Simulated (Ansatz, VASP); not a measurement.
AlN in VASP and in Ansatz

Contents of INCAR:

```
ALGO = Normal
EDIFF = 1E-7
ENCUT = 520
GGA = PS
ISIF = 2
ISMEAR = 0
LASPH = True
LCHARG = True
LELF = True
LREAL = False
LVHAR = True
LWAVE = False
NBANDS = 16
NELM = 60
PREC = Accurate
SIGMA = 0.05
```

KPOINTS

```
k-points
0
Gamma
  9 9 6
```

File POSCAR:

```
AlN
1.0
    3.2024000000      0.0000000000      0.0000000000
   -1.6012000000      2.7733597531      0.0000000000
    0.0000000000      0.0000000000      4.1814000000
Al N
2 2
Direct
    0.3333333333      0.6666666667      0.7500000000
    0.6666666667      0.3333333333      0.2500000000
    0.3333333333      0.6666666667      0.2500000000
    0.6666666667      0.3333333333      0.7500000000
```

Input for Ansatz:

```yaml
crystal:
  lattice:
    - [3.2024, 0.0, 0.0]
    - [-1.6012, 2.7733597531, 0.0]
    - [0.0, 0.0, 4.1814]
  atoms:
    - { symbol: Al, position: [0.3333333333, 0.6666666667, 0.75] }
    - { symbol: Al, position: [0.6666666667, 0.3333333333, 0.25] }
    - { symbol: "N", position: [0.3333333333, 0.6666666667, 0.25] }
    - { symbol: "N", position: [0.6666666667, 0.3333333333, 0.75] }
basis:
  ecutwfc: 520.0
kpoints:
  mp_grid: { grid: [9, 9, 6] }
hamiltonian:
  xc: pbesol
  pseudopotentials: { kind: paw, azcp: { folder: soft_1 } }
scf:
  occupations: { method: gaussian, width: 0.05 }
output:
  forces: true
  stress: true
  eigenvalues: true
```

Alike in both runs: task single point; functional PBEsol; k mesh 9 × 9 × 6; occupations gaussian, width 0.05 eV; no spin polarisation.

|  | VASP | Ansatz |
| --- | --- | --- |
| version | VASP 6.6.1 | Ansatz 0.2.0 |
| potentials or method | VASP PAW PBE potentials, release 64 (Al, N), cutoff 520 eV | scalar-relativistic, plane waves, PAW |
| valence electrons in the cell | 16 | 16 |

```tsv
	VASP	Ansatz	Ansatz less VASP
gap on the k mesh at the Fermi level (eV)	3.64	3.62	-0.016
least direct gap on the mesh (eV)	3.64	3.62	-0.016
pressure (GPa)	14.0	13.9	-0.09
traceless stress, the component that is largest in VASP (GPa)	-8.66	-8.56	+0.105
```

VASP's potentials were made for PBE, not for PBEsol, and Ansatz warns of the same on its side.
